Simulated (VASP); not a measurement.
# NiGe3 (P4/mmm) in VASP: further runs

NiGe3 is run at these levels: PBE, r2SCAN; tasks: single point.

Everything below comes from runs of VASP 6.6.1. Logs are shortened: lines on timing, memory, paths and dates and some standing lists are left out, and cuts for length are marked.

## 1. The cell of the first run

It takes space group P4/mmm (No. 123, tetragonal). The conventional cell has a = 2.878 Å, b = 2.878 Å, c = 8.295 Å, α = 90.00°, β = 90.00°, γ = 90.00°. Within 3.3 Å of Ni (site symmetry 4/mmm) lie 8 Ge at 2.52 Å and 4 Ni at 2.88 Å. Within 3.3 Å of Ge (site symmetry 4mm) lie 4 Ni at 2.52 Å and 6 Ge at 2.65 to 2.99 Å. Within 3.5 Å of Ge (site symmetry 4/mmm) lie 6 Ge at 2.65 to 2.88 Å.

The cell was generated, and may not be a known phase.

## 2. Single point, PBE, collinear spin, ferromagnetic start

Input file INCAR:

```
SYSTEM = NiGe3
  PREC = Accurate
  ENCUT = 520
  EDIFF = 1E-6
  ISMEAR = 0
  SIGMA = 0.2
  LREAL = .FALSE.
  LASPH = .TRUE.
  NELM = 150
  ALGO = Normal
  ISIF = 2
  LWAVE = .FALSE.
  LCHARG = .TRUE.
  ISPIN = 2
  MAGMOM = 2 0 0 0
  LORBIT = 11
  LMAXMIX = 4
  GGA = PE
  LELF = .TRUE.
  LVHAR = .TRUE.
  NBANDS = 38
```

Input file KPOINTS:

```
Automatic mesh
0
G
  6 6 3
  0 0 0
```

Input file POSCAR:

```
NiGe3
1.0
    2.8782698456      0.0000000000      0.0000000000
    0.0000000000      2.8782698456      0.0000000000
    0.0000000000      0.0000000000      8.2948952509
Ni Ge
1 3
Direct
    0.0000000000      0.0000000000      0.5000000000
    0.5000000000      0.5000000000      0.3198547063
    0.5000000000      0.5000000000      0.6801452937
    0.5000000000      0.5000000000      0.0000000000
```

Potentials or basis: VASP PAW PBE potentials, release 64 (Ni, Ge_d).

On the command line:

```bash
$ cat potpaw_PBE.64/Ni/POTCAR potpaw_PBE.64/Ge_d/POTCAR > POTCAR
$ mpirun -np 1 vasp_std > vasp.out
```

OUTCAR:

```text
SYSTEM = NiGe3
   PREC = Accurate
   ENCUT = 520
   EDIFF = 1E-6
   ISMEAR = 0
   LREAL = .FALSE.
   LASPH = .TRUE.
   NELM = 150
   ISIF = 2
   ISPIN = 2
   LORBIT = 11
   GGA = PE

 ion  position               nearest neighbor table
   1  0.000  0.000  0.500-   2 2.52   3 2.52   2 2.52   3 2.52   2 2.52   3 2.52   2 2.52   3 2.52

   2  0.500  0.500  0.320-   1 2.52   1 2.52   1 2.52   1 2.52   4 2.65
   3  0.500  0.500  0.680-   1 2.52   1 2.52   1 2.52   1 2.52   4 2.65
   4  0.500  0.500  0.000-   2 2.65   3 2.65

  LATTYP: Found a simple tetragonal cell.
 ALAT       =     2.8782698456
 C/A-ratio  =     2.8819032599

  Lattice vectors:

 A1 = (   2.8782698456,   0.0000000000,   0.0000000000)
 A2 = (   0.0000000000,   2.8782698456,   0.0000000000)
 A3 = (   0.0000000000,   0.0000000000,   8.2948952509)

Analysis of symmetry for initial positions (statically):
=====================================================================
 Subroutine PRICEL returns:
 Original cell was already a primitive cell.

 Routine SETGRP: Setting up the symmetry group for a
 simple tetragonal supercell.

 Subroutine GETGRP returns: Found 16 space group operations
 (whereof 16 operations were pure point group operations)
 out of a pool of 16 trial point group operations.

The static configuration has the point symmetry D_4h.

Analysis of symmetry for dynamics (positions and initial velocities):
=====================================================================
 Subroutine PRICEL returns:
 Original cell was already a primitive cell.

 Routine SETGRP: Setting up the symmetry group for a
 simple tetragonal supercell.

 Subroutine GETGRP returns: Found 16 space group operations
 (whereof 16 operations were pure point group operations)
 out of a pool of 16 trial point group operations.

The dynamic configuration has the point symmetry D_4h.

Analysis of structural, dynamic, and magnetic symmetry:
=====================================================================
 Subroutine PRICEL returns:
 Original cell was already a primitive cell.

 Routine SETGRP: Setting up the symmetry group for a
 simple tetragonal supercell.

 Subroutine GETGRP returns: Found 16 space group operations
 (whereof 16 operations were pure point group operations)
 out of a pool of 16 trial point group operations.

The overall configuration has the point symmetry D_4h.

 Subroutine INISYM returns: Found 16 space group operations
 (whereof 16 operations are pure point group operations),
 and found     1 'primitive' translations

----------------------------------------------------------------------------------------

                                     Primitive cell

  volume of cell :      68.7185

  direct lattice vectors                    reciprocal lattice vectors
     2.878269846  0.000000000  0.000000000     0.347430941  0.000000000  0.000000000
     0.000000000  2.878269846  0.000000000     0.000000000  0.347430941  0.000000000
     0.000000000  0.000000000  8.294895251     0.000000000  0.000000000  0.120556073

  length of vectors
     2.878269846  2.878269846  8.294895251     0.347430941  0.347430941  0.120556073

  position of ions in fractional coordinates (direct lattice)
     0.000000000  0.000000000  0.500000000
     0.500000000  0.500000000  0.319854706
     0.500000000  0.500000000  0.680145294
     0.500000000  0.500000000  0.000000000

  ion indices of the primitive-cell ions
   primitive index   ion index
                 1           1
                 2           2
                 3           3
                 4           4

----------------------------------------------------------------------------------------

 KPOINTS: Automatic mesh

Automatic generation of k-mesh.
 Grid dimensions read from file:
 generate k-points for:    6    6    3

 Generating k-lattice:

  Cartesian coordinates                     Fractional coordinates (reciprocal lattice)
     0.057905157  0.000000000  0.000000000     0.166666667  0.000000000  0.000000000
     0.000000000  0.057905157  0.000000000     0.000000000  0.166666667  0.000000000
     0.000000000  0.000000000  0.040185358     0.000000000  0.000000000  0.333333333

  Length of vectors
     0.057905157  0.057905157  0.040185358

  Shift w.r.t. Gamma in fractional coordinates (k-lattice)
     0.000000000  0.000000000  0.000000000

 Subroutine IBZKPT returns following result:
 ===========================================

 Found     20 irreducible k-points:

 Following reciprocal coordinates:
            Coordinates               Weight
  0.000000  0.000000  0.000000      1.000000
  0.166667  0.000000  0.000000      4.000000
  0.333333  0.000000  0.000000      4.000000
  0.500000  0.000000  0.000000      2.000000
  0.166667  0.166667  0.000000      4.000000
  0.333333  0.166667  0.000000      8.000000
[... 12 lines left out ...]
  0.500000  0.333333  0.333333      8.000000
  0.500000  0.500000  0.333333      2.000000
   k-points           NKPTS =     20   k-points in BZ     NKDIM =     20   number of bands    NBANDS=     38
   number of dos      NEDOS =    301   number of ions     NIONS =      4
   total plane-waves  NPLWV =  36864
   dimension x,y,z NGX =    24 NGY =   24 NGZ =   64
   dimension x,y,z NGXF=    48 NGYF=   48 NGZF=  128
   ions per type =               1   3
   NGX,Y,Z   is equivalent  to a cutoff of  13.86, 13.86, 12.83 a.u.
   NGXF,Y,Z  is equivalent  to a cutoff of  27.72, 27.72, 25.65 a.u.
 SYSTEM =  NiGe3
   PREC   = accura    normal or accurate (medium, high low for compatibility)
   ISTART =      0    job   : 0-new  1-cont  2-samecut
   ICHARG =      2    charge: 1-file 2-atom 10-const
   ISPIN  =      2    spin polarized calculation?
   LNONCOLLINEAR =      F non collinear calculations
   LSORBIT =      F    spin-orbit coupling
   LASPH  =      T    aspherical Exc in radial PAW
   ENCUT  =  520.0 eV  38.22 Ry    6.18 a.u.   5.35  5.35 15.42*2*pi/ulx,y,z
   NELM   =    150;   NELMIN=  2; NELMDL= -5     # of ELM steps
   EDIFF  = 0.1E-05   stopping-criterion for ELM
   LREAL  =      F    real-space projection
   EDIFFG = 0.1E-04   stopping-criterion for IOM
   NSW    =      0    number of steps for IOM
   IBRION =     -1    ionic relax: 0-MD 1-quasi-New 2-CG
   NFREE  =      0    steps in history (QN), initial steepest desc. (CG)
   ISIF   =      2    stress and relaxation
   ISYM   =      2    0-nonsym 1-usesym 2-fastsym
   POTIM  = 0.5000    time-step for ionic-motion
   TEBEG  =    0.0;   TEEND  =   0.0 temperature during run
   PSTRESS=    0.0 pullay stress
   NELECT =      52.0000    total number of electrons
   NUPDOWN=      -1.0000    fix difference up-down
   EMIN   =  10.00;   EMAX   =-10.00  energy-range for DOS
   EFERMI =   0.00;   METHOD = LEGACY
   ISMEAR =     0;   SIGMA  =   0.20  broadening in eV -4-tet -1-fermi 0-gaus
   EFERMI_NEDOS =   21; number of points for ismear=-14 and -15
   IALGO  =     38    algorithm
   IMIX   =      4    mixing-type and parameters
     AMIX     =   0.40;   BMIX     =  1.00
     AMIX_MAG =   1.60;   BMIX_MAG =  1.00
  volume/ion in A,a.u.               =      17.18       115.93
  Fermi-wavevector in a.u.,A,eV,Ry     =   1.491825  2.819141 30.280348  2.225543
  Thomas-Fermi vector in A             =   2.604431
   LORBIT       =     11    0 simple, 1 ext, 2 COOP (PROOUT), +10 PAW based schemes
   GGA     = PE    functional components
   LHFCALC =     F    Hartree Fock is set to
   AEXX    =    0.0000 exact exchange contribution
   IVDW    =     0    specifies the selected vdW correction
   LEPSILON=     F    determine dielectric tensor
   LRPA    =     F    only Hartree local field effects (RPA)
 spin polarized calculation
 Gauss-broadening in eV      SIGMA  =   0.20
  energy-cutoff  :      520.00
  volume of cell :       68.72
 maximum number of plane-waves:      1875
 NGX is ok and might be reduce to    24

 number of electron      52.0000034 magnetization      -0.0036679

 number of electron      52.0000034 magnetization       0.0001412

 Free energy of the ion-electron system (eV)
  ---------------------------------------------------
  ext. energy  EPLUGINS =         0.00000000
  ---------------------------------------------------
  free energy    TOTEN  =       -19.05222482 eV

  energy without entropy =      -19.02263897  energy(sigma->0) =      -19.03743189

 E-fermi :   6.9440     XC(G=0): -11.3716

 val. band max:        6.9201895346   @ k =   0.5000   0.3333   0.3333
 cond. band min:       7.0539704879   @ k =   0.3333   0.0000   0.3333
 fundamental gap:      0.1337809533
 Fermi energy:         6.9440089559

 spin component 1

 k-point     1 :       0.0000    0.0000    0.0000
  band No.  band energies     occupation
      1     -17.9266      1.00000
      2     -17.9223      1.00000
      3     -17.8990      1.00000
      4     -17.8262      1.00000
      5     -17.7994      1.00000
      6     -17.7994      1.00000
[... 30 lines left out ...]
     37      17.6950      0.00000
     38      17.9344      0.00000
[... 777 lines left out ...]
     37      15.8092      0.00000
     38      15.9859      0.00000
 Fermi energy:         6.9440089559

 spin component 2

 k-point     1 :       0.0000    0.0000    0.0000
  band No.  band energies     occupation
      1     -17.9266      1.00000
      2     -17.9223      1.00000
      3     -17.8990      1.00000
      4     -17.8262      1.00000
      5     -17.7994      1.00000
      6     -17.7994      1.00000
[... 30 lines left out ...]
     37      17.6952      0.00000
     38      17.9344      0.00000
[... 777 lines left out ...]
     37      15.8093      0.00000
     38      15.9860      0.00000

------------------------ aborting loop because EDIFF is reached ----------------------------------------

  FORCE on cell =-STRESS in cart. coord.  units (eV):
  Direction    XX          YY          ZZ          XY          YZ          ZX
  --------------------------------------------------------------------------------------
  -------------------------------------------------------------------------------------
  Total        0.1353798      0.1353798     -0.1112316      0.0000000     -0.0000000     -0.0000000
  in kB        3.1563881      3.1563881     -2.5933716      0.0000000     -0.0000000     -0.0000000
  external PRESSURE =       1.2398015 kB  Pullay stress =       0.0000000 kB

 VOLUME and BASIS-vectors are now :
 -----------------------------------------------------------------------------
  energy-cutoff  :      520.00
  volume of cell :       68.72
      direct lattice vectors                 reciprocal lattice vectors
     2.878269846  0.000000000  0.000000000     0.347430941  0.000000000  0.000000000
     0.000000000  2.878269846  0.000000000     0.000000000  0.347430941  0.000000000
     0.000000000  0.000000000  8.294895251     0.000000000  0.000000000  0.120556073

 POSITION                                       TOTAL-FORCE (eV/Angst)
 -----------------------------------------------------------------------------------
      0.00000      0.00000      4.14745         0.000000      0.000000      0.000000
      1.43913      1.43913      2.65316        -0.000000      0.000000     -0.057789
      1.43913      1.43913      5.64173         0.000000     -0.000000      0.057789
      1.43913      1.43913      0.00000         0.000000      0.000000      0.000000
 -----------------------------------------------------------------------------------
    total drift:                                0.000000     -0.000000     -0.000000

  FREE ENERGIE OF THE ION-ELECTRON SYSTEM (eV)
  ---------------------------------------------------
  free  energy   TOTEN  =       -19.0522248200 eV

  energy  without entropy=      -19.0226389696  energy(sigma->0) =      -19.03743189

 total charge

# of ion       s       p       d       tot
------------------------------------------
    1        0.435   0.478   8.484   9.397
    2        1.189   1.064  10.052  12.305
    3        1.189   1.064  10.052  12.305
    4        1.212   0.967  10.007  12.186
--------------------------------------------------
tot          4.024   3.573  38.595  46.192

 magnetization (x)

# of ion       s       p       d       tot
------------------------------------------
    1        0.000   0.000  -0.000  -0.000
    2       -0.000   0.000   0.000   0.000
    3       -0.000   0.000   0.000   0.000
    4       -0.000  -0.000  -0.000  -0.000
--------------------------------------------------
tot         -0.000   0.000  -0.000  -0.000
```

It took 3.4 min on 1 thread of Intel Xeon 8259CL, shared host; peak memory 0.22 GiB.

Results:

| Quantity | Value |
| --- | --- |
| Free energy | -19.0522 eV |
| Pressure | 0.1 GPa |
| Largest force | 0.058 eV/Å |
| Band gap on the k mesh | zero (filled and empty bands overlap) |
| Net moment | 0.00 μB per cell |
| Valence electrons inside the program's atomic spheres | Ni 9.40; Ge 12.30, 12.19 (each value once) |

Forces in eV/Å, atoms in the order of the input:
```
Ni   0.000  0.000  0.000
Ge   0.000  0.000 -0.058
Ge   0.000  0.000  0.058
Ge   0.000  0.000  0.000
```

Stress tensor (GPa, compression positive):
```
 0.32  0.00  0.00
 0.00  0.32  0.00
 0.00  0.00 -0.26
```

Caveat: the k points lie up to 0.36 Å⁻¹ apart, too coarse for converged energies and pressures of a metal; the moments typed at the start vanished in this run.

## 3. Single point, r2SCAN

This run uses another cell than the first one, of the same volume but with other edges.

Input file POSCAR:

```
NiGe3
1.0
    2.8356350600      0.0000000000      0.0000000000
    0.0000000000      2.8356350600      0.0000000000
    0.0000000000      0.0000000000      8.5423474172
Ni Ge
1 3
Direct
    0.0000000000      0.0000000000      0.5000000000
    0.5000000000      0.5000000000      0.3175912739
    0.5000000000      0.5000000000      0.6824087261
    0.5000000000      0.5000000000      0.0000000000
```

Input file INCAR.step1:

```
PREC = Accurate
ENCUT = 520
ISMEAR = 0
SIGMA = 0.1
LREAL = False
LASPH = True
NELM = 80
NBANDS = 34
GGA = PE
ALGO = Normal
EDIFF = 1E-4
LWAVE = True
LCHARG = False
```

Input file INCAR.step2:

```
PREC = Accurate
ENCUT = 520
EDIFF = 1E-6
ISMEAR = 0
SIGMA = 0.1
LREAL = False
LASPH = True
NELM = 80
ALGO = Normal
ISIF = 2
LWAVE = False
LCHARG = False
METAGGA = R2SCAN
LMIXTAU = True
NBANDS = 34
ISTART = 1
```

Input file KPOINTS:

```
regular mesh
0
Gamma
  12 12 4
```

Potentials or basis: VASP PAW PBE potentials, release 64 (Ni, Ge_d).

On the command line:

```bash
$ cat potpaw_PBE.64/Ni/POTCAR potpaw_PBE.64/Ge_d/POTCAR > POTCAR
$ cp INCAR.step1 INCAR
$ mpirun -np 1 vasp_std > vasp.out
$ cp INCAR.step2 INCAR
$ mpirun -np 1 vasp_std > vasp.out
```

OUTCAR:

```text
PREC = Accurate
   ENCUT = 520
   EDIFF = 1E-6
   ISMEAR = 0
   LREAL = False
   LASPH = True
   NELM = 80
   ISIF = 2
   METAGGA = R2SCAN
   ISTART = 1

 ion  position               nearest neighbor table
   1  0.000  0.000  0.500-   2 2.54   3 2.54   2 2.54   3 2.54   2 2.54   3 2.54   2 2.54   3 2.54

   2  0.500  0.500  0.318-   1 2.54   1 2.54   1 2.54   1 2.54   4 2.71
   3  0.500  0.500  0.682-   1 2.54   1 2.54   1 2.54   1 2.54   4 2.71
   4  0.500  0.500  0.000-   2 2.71   3 2.71

  LATTYP: Found a simple tetragonal cell.
 ALAT       =     2.8356350600
 C/A-ratio  =     3.0124988711

  Lattice vectors:

 A1 = (   2.8356350600,   0.0000000000,   0.0000000000)
 A2 = (   0.0000000000,   2.8356350600,   0.0000000000)
 A3 = (   0.0000000000,   0.0000000000,   8.5423474172)

Analysis of symmetry for initial positions (statically):
=====================================================================
 Subroutine PRICEL returns:
 Original cell was already a primitive cell.
[... 166 lines left out ...]

 Free energy of the ion-electron system (eV)
  ---------------------------------------------------
  ext. energy  EPLUGINS =         0.00000000
  ---------------------------------------------------
  free energy    TOTEN  =       -53.15437314 eV

  energy without entropy =      -53.14528810  energy(sigma->0) =      -53.14983062

 E-fermi :   6.6719     XC(G=0): -12.4491

 val. band max:        6.6589949130   @ k =   0.3333   0.0833   0.2500
 cond. band min:       6.6798478051   @ k =   0.5000   0.3333   0.0000
 fundamental gap:      0.0208528920
 Fermi energy:         6.6719187716

 k-point     1 :       0.0000    0.0000    0.0000
  band No.  band energies     occupation
      1     -18.7769      2.00000
      2     -18.7735      2.00000
      3     -18.7108      2.00000
      4     -18.6501      2.00000
      5     -18.6059      2.00000
      6     -18.6059      2.00000
[... 877 lines left out ...]
     33      13.2226      0.00000
     34      13.4912      0.00000

 [... further k-points ...]
[... 5 lines left out ...]
  --------------------------------------------------------------------------------------
  -------------------------------------------------------------------------------------
  Total       -1.5932402     -1.5932402     -1.7226925      0.0000000     -0.0000000      0.0000000
  in kB      -37.1632706    -37.1632706    -40.1828235      0.0000000     -0.0000000      0.0000000
  external PRESSURE =     -38.1697882 kB  Pullay stress =       0.0000000 kB

 VOLUME and BASIS-vectors are now :
 -----------------------------------------------------------------------------
  energy-cutoff  :      520.00
  volume of cell :       68.69
      direct lattice vectors                 reciprocal lattice vectors
     2.835635060  0.000000000  0.000000000     0.352654689  0.000000000  0.000000000
     0.000000000  2.835635060  0.000000000     0.000000000  0.352654689  0.000000000
     0.000000000  0.000000000  8.542347417     0.000000000  0.000000000  0.117063841

 POSITION                                       TOTAL-FORCE (eV/Angst)
 -----------------------------------------------------------------------------------
      0.00000      0.00000      4.27117         0.000000      0.000000     -0.000000
      1.41782      1.41782      2.71297         0.000000     -0.000000      0.203928
      1.41782      1.41782      5.82937        -0.000000      0.000000     -0.203928
      1.41782      1.41782      0.00000         0.000000      0.000000     -0.000000
 -----------------------------------------------------------------------------------
    total drift:                                0.000000     -0.000000     -0.000000

  FREE ENERGIE OF THE ION-ELECTRON SYSTEM (eV)
  ---------------------------------------------------
  free  energy   TOTEN  =       -53.1543731430 eV

  energy  without entropy=      -53.1452880950  energy(sigma->0) =      -53.14983062
```

OUTCAR.step1:

```text
PREC = Accurate
   ENCUT = 520
   ISMEAR = 0
   LREAL = False
   LASPH = True
[... 1118 lines left out ...]
      0.00000      0.00000      4.27117        -0.000000      0.000000      0.000000
      1.41782      1.41782      2.71297         0.000000     -0.000000     -0.011013
      1.41782      1.41782      5.82937        -0.000000     -0.000000      0.011013
      1.41782      1.41782      0.00000        -0.000000      0.000000      0.000000
 -----------------------------------------------------------------------------------
    total drift:                                0.000000     -0.000000     -0.000000

  FREE ENERGIE OF THE ION-ELECTRON SYSTEM (eV)
  ---------------------------------------------------
  free  energy   TOTEN  =       -19.0027925741 eV

  energy  without entropy=      -18.9944995392  energy(sigma->0) =      -18.99864606
```

Run time: 21 min. Hardware: 1 thread of Intel Xeon 8259CL, shared host; peak memory 0.27 GiB.

What came out:

| Item | Value |
| --- | --- |
| Free energy | -53.1544 eV |
| Pressure | -3.8 GPa |
| Largest force | 0.204 eV/Å |
| Band gap on the k mesh | zero (bands 26 and 27 overlap by 6.02 eV) |

Forces on the atoms (eV/Å):
```
Ni   0.000  0.000  0.000
Ge   0.000  0.000  0.204
Ge   0.000  0.000 -0.204
Ge   0.000  0.000  0.000
```

Caveat: the cell stands under tension; the PAW data sets were made with another functional, which shifts forces and pressure a little.

The gap in the log of VASP goes by the Fermi energy; the results here count the filled bands.